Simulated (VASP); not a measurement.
Crystal: B4Ru.

```
CELL_PARAMETERS angstrom
2.89591 0.02295 -0.03084
1.44217 -3.54836 -0.00456
-0.00092 -0.00935 -7.91047
ATOMIC_POSITIONS crystal
B 0.14976 0.69957 0.15563
B 0.14867 0.69171 0.65690
B 0.70043 0.58731 0.30784
B 0.69262 0.58929 0.80070
B 0.28737 0.41791 0.49330
B 0.30978 0.41629 0.99474
B 0.86305 0.29774 0.14854
B 0.85236 0.29772 0.64048
Ru 0.00115 0.00184 0.90115
Ru 0.99481 0.00063 0.40072
```

| Item | Value |
| --- | --- |
| Program | VASP 6.6.1 |
| Task | relaxation of cell and atoms |
| Functional | PBE |
| Potentials or basis | VASP PAW PBE potentials, release 64 (B, Ru_pv) |
| Cutoff | 600 eV |
| k mesh | 6 × 6 × 2 |
| Occupations | gaussian, width 0.1 eV |
| Spin | no spin polarisation |

At the start: pressure 0.9 GPa; volume 8.15 Å³/atom.

Question: Where does the relaxation end?

Answer: Over 16 steps the energy falls by 10.1 meV/atom and the volume is 8.15 Å³/atom (-0.1 %); space group C2/m (No. 12, to 0.1 Å) before and after.

The path:
| step | energy change (eV) | largest force (eV/Å) | pressure (GPa) | volume (Å³) |
| --- | --- | --- | --- | --- |
| 1 | 0.0000 | 1.1544 | 0.95 | 81.55 |
| 2 | 0.0026 | 0.9138 | -3.73 | 82.10 |
| 3 | -0.0638 | 0.4708 | -1.56 | 81.82 |
| 4 | -0.0878 | 0.2127 | 1.38 | 81.08 |
| 5 | -0.0878 | 0.2115 | 1.42 | 81.07 |
| 6 | -0.0951 | 0.1566 | -0.30 | 81.60 |
| 7 | -0.0952 | 0.1449 | -0.16 | 81.55 |
| 8 | -0.0975 | 0.0876 | -0.24 | 81.58 |
| 9 | -0.0981 | 0.0980 | -0.30 | 81.59 |
| 10 | -0.0991 | 0.0644 | 0.40 | 81.42 |
| 11 | -0.0991 | 0.0583 | 0.30 | 81.45 |
| 12 | -0.0999 | 0.0604 | -0.09 | 81.52 |
| 13 | -0.0999 | 0.0618 | -0.11 | 81.52 |
| 14 | -0.1004 | 0.0565 | 0.01 | 81.50 |
| 15 | -0.1004 | 0.0602 | 0.01 | 81.49 |
| 16 | -0.1008 | 0.0252 | 0.08 | 81.48 |

Final structure:
```yaml
crystal:
  lattice:
    - [2.87701, 0.01054, -0.01681]
    - [1.44794, -3.54740, -0.00831]
    - [-0.03991, -0.03314, -7.97141]
  atoms:
    - { symbol: B, position: [0.15087, 0.69752, 0.15834] }
    - { symbol: B, position: [0.14998, 0.69833, 0.65832] }
    - { symbol: B, position: [0.70408, 0.58998, 0.30328] }
    - { symbol: B, position: [0.70395, 0.58989, 0.80348] }
    - { symbol: B, position: [0.29661, 0.41003, 0.49667] }
    - { symbol: B, position: [0.29533, 0.41009, 0.99650] }
    - { symbol: B, position: [0.84901, 0.30208, 0.14171] }
    - { symbol: B, position: [0.85005, 0.30213, 0.64171] }
    - { symbol: Ru, position: [0.99987, 0.99999, 0.90000] }
    - { symbol: Ru, position: [0.00027, 0.99997, 0.39998] }
```

Caveat: the k points lie up to 0.39 Å⁻¹ apart in the final cell, too coarse for converged energies and pressures of a metal.
